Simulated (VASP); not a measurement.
AlN: single point with PBEsol

The system is AlN.

```
CELL_PARAMETERS angstrom
3.36100 0.00000 0.00000
-1.68050 2.91071 0.00000
0.00000 0.00000 4.05840
ATOMIC_POSITIONS crystal
Al 0.33333 0.66667 0.75000
Al 0.66667 0.33333 0.25000
N 0.33333 0.66667 0.25000
N 0.66667 0.33333 0.75000
```

| Property | Result |
| --- | --- |
| Program | VASP 6.6.1 |
| Task | single point |
| Functional | PBEsol |
| Potentials or basis | VASP PAW PBE potentials, release 64 (Al, N) |
| Cutoff | 520 eV |
| k mesh | 9 × 9 × 6 |
| Occupations | gaussian, width 0.05 eV |
| Spin | no spin polarisation |

The pressure is -3.6 GPa and the band gap on the k mesh is 3.33 eV, direct.

Stress tensor (GPa, compression positive):
```
-6.30  0.00  0.00
 0.00 -6.30  0.00
 0.00  0.00  1.65
```

Levels at points of the mesh, in eV from the valence-band top:
| k point | band 6 | band 7 | band 8 | band 9 | band 10 | band 11 |
| --- | --- | --- | --- | --- | --- | --- |
| (0.00, 0.00, 0.00) | -1.33 | -1.33 | 0.00 | 3.33 | 4.39 | 8.11 |
| (0.00, 0.00, 0.50) | -2.33 | -2.33 | -2.33 | 5.74 | 5.74 | 8.21 |

It took 52 s on 1 thread of Intel Xeon 8259CL, with other jobs on the host, peak memory 0.17 GiB.

Caveat: the PAW data sets were made with another functional, which shifts forces and pressure a little. As with any semilocal functional, this PBEsol gap is likely too small.
